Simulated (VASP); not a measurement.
Write the native input for VASP 6.6.1 that does the following.

| Item | Value |
| --- | --- |
| Task | single point |
| Functional | PBE |
| Potentials or basis | VASP PAW PBE potentials, release 64 (Cd) |
| Cutoff | 520 eV |
| k mesh | 9 × 9 × 13 |
| Occupations | fermi-dirac, width 0.1 eV |
| Spin | no spin polarisation |
| Dipole correction | no |
| Further INCAR settings | ALGO = Normal; EDIFF = 1e-06; NBANDS = 25 |

The structure of Cd lies in POSCAR:

```
Cd
1.0
    5.2133922838      0.0000000000      0.0000000000
   -2.6066961419      4.5149301576      0.0000000000
    0.0000000000      0.0000000000      3.1362171818
Cd
3
Direct
    0.0000000000      0.0000000000      0.0000000000
    0.3333333333      0.6666666667      0.5000000000
    0.6666666667      0.3333333333      0.5000000000
```

This isn't the form of Cd at room conditions, which is hcp.

These files were run (other wordings do the same):

INCAR

```
SYSTEM = Cd
PREC = Accurate
ENCUT = 520
EDIFF = 1E-6
ISMEAR = -1
SIGMA = 0.1
LREAL = .FALSE.
LASPH = .TRUE.
NELM = 60
ALGO = Normal
ISIF = 2
LWAVE = .FALSE.
LCHARG = .FALSE.
GGA = PE
NBANDS = 25
```

KPOINTS

```
regular mesh
0
G
  9 9 13
  0 0 0
```

Potentials or basis: VASP PAW PBE potentials, release 64 (Cd).

Launch:

```console
$ cat potpaw_PBE.64/Cd/POTCAR > POTCAR
$ mpirun -np 1 vasp_std > vasp.out
```

Results of the run:

```json
{
  "Pressure": "-1.0 GPa",
  "Band gap on the k mesh": "zero (bands 18 and 19 overlap by 4.31 eV)"
}
```

It took 120 s on 1 thread of Oxide Virtual Turin-like Processor (shared host), peak memory 0.22 GiB.
